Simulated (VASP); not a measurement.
Here is a VASP 6.6.1 calculation.

INCAR

```
SYSTEM = SnSe2
  ALGO = Normal
  EDIFF = 1E-6
  ENCUT = 500
  GGA = PS
  GGA_COMPAT = .False.
  ISIF = 2
  ISMEAR = 0
  LASPH = .True.
  LCHARG = .False.
  LREAL = .False.
  LWAVE = .False.
  NBANDS = 20
  NELM = 120
  PREC = Accurate
  SIGMA = 0.02
```

The input KPOINTS:

```
k-points
0
Gamma
  9 9 4
  0 0 0
```

Contents of POSCAR:

```
SnSe2
1.0
    3.8177983058      0.0000000000      0.0000000000
   -1.9088991529      3.3063103194      0.0000000000
    0.0000000000      0.0000000000      6.1503276384
Sn Se
1 2
Direct
    0.0000000000      0.0000000000      0.0000000000
    0.6666666667      0.3333333333      0.7420245381
    0.3333333333      0.6666666667      0.2579754619
```

Potentials or basis: VASP PAW PBE potentials, release 64 (Sn_d, Se).

The run is started by

```sh
$ cat potpaw_PBE.64/Sn_d/POTCAR potpaw_PBE.64/Se/POTCAR > POTCAR
$ mpirun -np 1 vasp_std > vasp.out
```

**Question.** What does it give for the pressure?

**Answer.** 0.1 GPa.

**Question.** Estimate the largest force.

**Answer.** 0.020 eV/Å.

**Question.** Predict the band gap on the k mesh.

**Answer.** 0.60 eV (least direct gap 0.98 eV).

Forces on the atoms (eV/Å):
```
Sn   0.000  0.000  0.000
Se   0.000  0.000 -0.020
Se   0.000  0.000  0.020
```

Caveat: semilocal functionals underestimate gaps, and a narrow one can read as zero; the PAW data sets were made with another functional, which shifts forces and pressure a little; spin-orbit coupling is left out, which moves the levels of the heavy elements; this functional lacks dispersion, which binds layers or chains, so the pressure and a relaxed spacing across them are unreliable. A k mesh can miss the band edges.
